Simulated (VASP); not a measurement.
# P (Im-3m) in VASP: notebook

The runs below take P through single point, relaxation of cell and atoms, with PBE.

All numbers are computed with VASP 6.6.1; they aren't measurements. Logs are shortened: lines on timing, memory, paths and dates and some standing lists are left out, and cuts for length are marked.

## 1. The cell of the first run

Symmetry: Im-3m, No. 229, cubic system. Conventional cell: a = 3.030 Å, b = 3.030 Å, c = 3.030 Å, α = 90.00°, β = 90.00°, γ = 90.00°. Within 3.5 Å of P (site symmetry m-3m) lie 14 P at 2.62 to 3.03 Å.

This isn't the form of P at room conditions, which is orthorhombic.

## 2. Single point, PBE

File INCAR:

```
PREC = Accurate ; ENCUT = 520
EDIFF = 1E-7 ; ISMEAR = -1
SIGMA = 0.05 ; LREAL = F
LASPH = T ; NELM = 80
ALGO = Normal ; ISIF = 2
LWAVE = F ; LCHARG = F
GGA = PE ; NBANDS = 8
```

File KPOINTS:

```
regular mesh
0
Gamma
  17 17 17
```

File POSCAR:

```
P
1.0
   -1.5151035779      1.5151035779      1.5151035779
    1.5151035779     -1.5151035779      1.5151035779
    1.5151035779      1.5151035779     -1.5151035779
P
1
Direct
    0.0000000000      0.0000000000      0.0000000000
```

Potentials or basis: VASP PAW PBE potentials, release 64 (P).

Launch:

```sh
> cat potpaw_PBE.64/P/POTCAR > POTCAR
> mpirun -np 1 vasp_std > vasp.out
```

OUTCAR:

```text
PREC = Accurate
   ENCUT = 520
   EDIFF = 1E-7
   ISMEAR = -1
   LREAL = F
   LASPH = T
   NELM = 80
   ISIF = 2
   GGA = PE

 ion  position               nearest neighbor table
   1  0.000  0.000  0.000-

  LATTYP: Found a body centered cubic cell.
 ALAT       =     3.0302071558

  Lattice vectors:

 A1 = (  -1.5151035779,   1.5151035779,   1.5151035779)
 A2 = (   1.5151035779,  -1.5151035779,   1.5151035779)
 A3 = (   1.5151035779,   1.5151035779,  -1.5151035779)

Analysis of symmetry for initial positions (statically):
=====================================================================
 Subroutine PRICEL returns:
 Original cell was already a primitive cell.

 Routine SETGRP: Setting up the symmetry group for a
 body centered cubic supercell.

 Subroutine GETGRP returns: Found 48 space group operations
 (whereof 48 operations were pure point group operations)
 out of a pool of 48 trial point group operations.

The static configuration has the point symmetry O_h .

Analysis of symmetry for dynamics (positions and initial velocities):
=====================================================================
 Subroutine PRICEL returns:
 Original cell was already a primitive cell.

 Routine SETGRP: Setting up the symmetry group for a
 body centered cubic supercell.

 Subroutine GETGRP returns: Found 48 space group operations
 (whereof 48 operations were pure point group operations)
 out of a pool of 48 trial point group operations.

The dynamic configuration has the point symmetry O_h .

 Subroutine INISYM returns: Found 48 space group operations
 (whereof 48 operations are pure point group operations),
 and found     1 'primitive' translations

----------------------------------------------------------------------------------------

                                     Primitive cell

  volume of cell :      13.9119

  direct lattice vectors                    reciprocal lattice vectors
    -1.515103578  1.515103578  1.515103578     0.000000000  0.330010441  0.330010441
     1.515103578 -1.515103578  1.515103578     0.330010441  0.000000000  0.330010441
     1.515103578  1.515103578 -1.515103578     0.330010441  0.330010441  0.000000000

  length of vectors
     2.624236376  2.624236376  2.624236376     0.466705241  0.466705241  0.466705241

  position of ions in fractional coordinates (direct lattice)
     0.000000000  0.000000000  0.000000000

  ion indices of the primitive-cell ions
   primitive index   ion index
                 1           1

----------------------------------------------------------------------------------------

 KPOINTS: regular mesh

Automatic generation of k-mesh.
 Grid dimensions read from file:
 generate k-points for:   17   17   17

 Generating k-lattice:

  Cartesian coordinates                     Fractional coordinates (reciprocal lattice)
     0.000000000  0.019412379  0.019412379     0.058823529  0.000000000  0.000000000
     0.019412379  0.000000000  0.019412379     0.000000000  0.058823529  0.000000000
     0.019412379  0.019412379  0.000000000     0.000000000  0.000000000  0.058823529

  Length of vectors
     0.027453249  0.027453249  0.027453249

  Shift w.r.t. Gamma in fractional coordinates (k-lattice)
     0.000000000  0.000000000  0.000000000

 Subroutine IBZKPT returns following result:
 ===========================================

 Found    165 irreducible k-points:

 Following reciprocal coordinates:
            Coordinates               Weight
  0.000000  0.000000  0.000000      1.000000
  0.058824  0.000000  0.000000     12.000000
  0.117647  0.000000  0.000000     12.000000
  0.176471  0.000000  0.000000     12.000000
  0.235294  0.000000  0.000000     12.000000
  0.294118  0.000000  0.000000     12.000000
[... 16 lines left out ...]
  0.411765  0.117647  0.000000     48.000000
  0.176471  0.176471  0.000000     24.000000
 [... further k-points ...]
   k-points           NKPTS =    165   k-points in BZ     NKDIM =    165   number of bands    NBANDS=      8
   number of dos      NEDOS =    301   number of ions     NIONS =      1
   total plane-waves  NPLWV =   8000
   dimension x,y,z NGX =    20 NGY =   20 NGZ =   20
   dimension x,y,z NGXF=    40 NGYF=   40 NGZF=   40
   ions per type =               1
   NGX,Y,Z   is equivalent  to a cutoff of  12.67, 12.67, 12.67 a.u.
   NGXF,Y,Z  is equivalent  to a cutoff of  25.34, 25.34, 25.34 a.u.
 SYSTEM =  unknown system
   PREC   = accura    normal or accurate (medium, high low for compatibility)
   ISTART =      0    job   : 0-new  1-cont  2-samecut
   ICHARG =      2    charge: 1-file 2-atom 10-const
   ISPIN  =      1    spin polarized calculation?
   LNONCOLLINEAR =      F non collinear calculations
   LSORBIT =      F    spin-orbit coupling
   LASPH  =      T    aspherical Exc in radial PAW
   ENCUT  =  520.0 eV  38.22 Ry    6.18 a.u.   4.88  4.88  4.88*2*pi/ulx,y,z
   NELM   =     80;   NELMIN=  2; NELMDL= -5     # of ELM steps
   EDIFF  = 0.1E-06   stopping-criterion for ELM
   LREAL  =      F    real-space projection
   EDIFFG = 0.1E-05   stopping-criterion for IOM
   NSW    =      0    number of steps for IOM
   IBRION =     -1    ionic relax: 0-MD 1-quasi-New 2-CG
   NFREE  =      0    steps in history (QN), initial steepest desc. (CG)
   ISIF   =      2    stress and relaxation
   ISYM   =      2    0-nonsym 1-usesym 2-fastsym
   POTIM  = 0.5000    time-step for ionic-motion
   TEBEG  =    0.0;   TEEND  =   0.0 temperature during run
   PSTRESS=    0.0 pullay stress
   NELECT =       5.0000    total number of electrons
   NUPDOWN=      -1.0000    fix difference up-down
   EMIN   =  10.00;   EMAX   =-10.00  energy-range for DOS
   EFERMI =   0.00;   METHOD = LEGACY
   ISMEAR =    -1;   SIGMA  =   0.05  broadening in eV -4-tet -1-fermi 0-gaus
   EFERMI_NEDOS =   21; number of points for ismear=-14 and -15
   IALGO  =     38    algorithm
   IMIX   =      4    mixing-type and parameters
     AMIX     =   0.40;   BMIX     =  1.00
     AMIX_MAG =   1.60;   BMIX_MAG =  1.00
  volume/ion in A,a.u.               =      13.91        93.88
  Fermi-wavevector in a.u.,A,eV,Ry     =   1.163954  2.199554 18.433025  1.354789
  Thomas-Fermi vector in A             =   2.300498
   LORBIT       =      0    0 simple, 1 ext, 2 COOP (PROOUT), +10 PAW based schemes
   GGA     = PE    functional components
   LHFCALC =     F    Hartree Fock is set to
   AEXX    =    0.0000 exact exchange contribution
   IVDW    =     0    specifies the selected vdW correction
   LEPSILON=     F    determine dielectric tensor
   LRPA    =     F    only Hartree local field effects (RPA)
 non-spin polarized calculation
  energy-cutoff  :      520.00
  volume of cell :       13.91
 maximum number of plane-waves:       386
   NGX =  9   NGY =  9   NGZ =  9

 number of electron       5.0000001 magnetization

 Free energy of the ion-electron system (eV)
  ---------------------------------------------------
  ext. energy  EPLUGINS =         0.00000000
  ---------------------------------------------------
  free energy    TOTEN  =        -4.68220488 eV

  energy without entropy =       -4.67775449  energy(sigma->0) =       -4.67997969

 E-fermi :  10.2661     XC(G=0): -11.6737

 val. band max:       10.2426254332   @ k =   0.1176   0.1176   0.1176
 cond. band min:      10.2714835403   @ k =   0.3529   0.1176   0.0588
 fundamental gap:      0.0288581072
 Fermi energy:        10.2660583726

 k-point     1 :       0.0000    0.0000    0.0000
  band No.  band energies     occupation
      1      -6.3574      2.00000
      2      17.7239      0.00000
      3      17.7239      0.00000
      4      17.7239      0.00000
      5      22.3814      0.00000
      6      22.3814      0.00000
      7      22.3814      0.00000
      8      26.4032      0.00000

 k-point     2 :       0.0588    0.0000    0.0000
  band No.  band energies     occupation
      1      -6.2514      2.00000
      2      16.9986      0.00000
      3      17.3055      0.00000
      4      17.6530      0.00000
      5      22.0711      0.00000
      6      22.5281      0.00000
      7      22.9852      0.00000
      8      25.7075      0.00000

 k-point     3 :       0.1176    0.0000    0.0000
  band No.  band energies     occupation
      1      -5.9336      2.00000
      2      15.2651      0.00000
      3      16.4270      0.00000
      4      17.4491      0.00000
      5      21.3250      0.00000
      6      22.3620      0.00000
      7      24.4181      0.00000
      8      25.1627      0.00000

 k-point     4 :       0.1765    0.0000    0.0000
  band No.  band energies     occupation
      1      -5.4057      2.00000
      2      13.0895      0.00000
      3      15.4919      0.00000
      4      17.1409      0.00000
      5      20.4356      0.00000
      6      21.5577      0.00000
      7      25.5248      0.00000
      8      26.1059      0.00000

 k-point     5 :       0.2353    0.0000    0.0000
  band No.  band energies     occupation
      1      -4.6705      2.00000
      2      10.7766      0.00007
      3      14.6496      0.00000
      4      16.7767      0.00000
      5      19.5813      0.00000
      6      20.6525      0.00000
      7      26.2831      0.00000
      8      26.3871      0.00000
[... 177 lines left out ...]
 k-point    22 :       0.3529    0.1176    0.0000
  band No.  band energies     occupation
      1      -1.0124      2.00000
      2       4.5618      2.00000
      3      11.0293      0.00000
      4      14.3998      0.00000
      5      19.2653      0.00000
      6      21.4771      0.00000
      7      26.8830      0.00000
      8      29.8383      0.00000

 k-point    23 :       0.4118    0.1176    0.0000
  band No.  band energies     occupation
      1       0.2647      2.00000
      2       2.9278      2.00000
      3      10.8300      0.00003
      4      14.2440      0.00000
      5      19.0960      0.00000
      6      21.3931      0.00000
      7      27.9664      0.00000
      8      29.0923      0.00000

 k-point    24 :       0.1765    0.1765    0.0000
  band No.  band energies     occupation
      1      -3.5250      2.00000
      2       9.5411      2.00000
      3      11.1549      0.00000
      4      15.0283      0.00000
      5      20.5248      0.00000
      6      22.2344      0.00000
      7      25.7715      0.00000
      8      27.3965      0.00000

 [... further k-points ...]

------------------------ aborting loop because EDIFF is reached ----------------------------------------

  FORCE on cell =-STRESS in cart. coord.  units (eV):
  Direction    XX          YY          ZZ          XY          YZ          ZX
  --------------------------------------------------------------------------------------
  -------------------------------------------------------------------------------------
  Total        0.1726638      0.1726638      0.1726638      0.0000000     -0.0000000      0.0000000
  in kB       19.8849683     19.8849683     19.8849683      0.0000000     -0.0000000      0.0000000
  external PRESSURE =      19.8849683 kB  Pullay stress =       0.0000000 kB

 VOLUME and BASIS-vectors are now :
 -----------------------------------------------------------------------------
  energy-cutoff  :      520.00
  volume of cell :       13.91
      direct lattice vectors                 reciprocal lattice vectors
    -1.515103578  1.515103578  1.515103578     0.000000000  0.330010441  0.330010441
     1.515103578 -1.515103578  1.515103578     0.330010441  0.000000000  0.330010441
     1.515103578  1.515103578 -1.515103578     0.330010441  0.330010441  0.000000000

 POSITION                                       TOTAL-FORCE (eV/Angst)
 -----------------------------------------------------------------------------------
      0.00000      0.00000      0.00000        -0.000000     -0.000000      0.000000
 -----------------------------------------------------------------------------------
    total drift:                               -0.000000      0.000000      0.000000

  FREE ENERGIE OF THE ION-ELECTRON SYSTEM (eV)
  ---------------------------------------------------
  free  energy   TOTEN  =        -4.6822048835 eV

  energy  without entropy=       -4.6777544924  energy(sigma->0) =       -4.67997969
```

Wall time 6.7 s (1 thread of AMD EPYC 9R45 (Zen 5), shared host); peak memory 0.1 GiB.

What came out:

```
Free energy            : -4.6822 eV
Pressure               : 2.0 GPa
Band gap on the k mesh : zero (an odd number of electrons rules out a gap without spin polarisation)
```

Levels at points of the mesh, in eV from the Fermi level:
| k point | band 1 | band 2 | band 3 | band 4 | band 5 | band 6 |
| --- | --- | --- | --- | --- | --- | --- |
| (0.00, 0.00, 0.00) | -16.62 | 7.46 | 7.46 | 7.46 | 12.12 | 12.12 |

## 3. Single point, PBE

File INCAR:

```
SYSTEM = P
PREC = Accurate ; ENCUT = 520
EDIFF = 1E-6 ; ISMEAR = -1
SIGMA = 0.05 ; LREAL = .FALSE.
LASPH = .TRUE. ; NELM = 80
ALGO = Normal ; ISIF = 2
LWAVE = .FALSE. ; LCHARG = .FALSE.
GGA = PE ; NBANDS = 8
```

File KPOINTS:

```
Automatic mesh
0
G
  17 17 17
  0 0 0
```

File POSCAR:

```
P
1.0
   -1.5153195602      1.5153195602      1.5153195602
    1.5153195602     -1.5153195602      1.5153195602
    1.5153195602      1.5153195602     -1.5153195602
P
1
Direct
    0.0000000000      0.0000000000      0.0000000000
```

Potentials or basis: VASP PAW PBE potentials, release 64 (P).

Launch:

```sh
> cat potpaw_PBE.64/P/POTCAR > POTCAR
> mpirun -np 1 vasp_std > vasp.out
```

It took 5.8 s on 1 thread of AMD EPYC 9R45 (Zen 5), shared host; peak memory 0.1 GiB.

The run converged. Its results:

- Free energy: -4.6823 eV
- Pressure: 1.9 GPa
- Band gap on the k mesh: zero (an odd number of electrons rules out a gap without spin polarisation)

Levels at points of the mesh, in eV from the Fermi level:
```tsv
k point	band 1	band 2	band 3	band 4	band 5	band 6
(0.00, 0.00, 0.00)	-16.62	7.45	7.45	7.45	12.11	12.11
```

[end of part 1 of 2]

The gap in the log of VASP goes by the Fermi energy; the results here count the filled bands.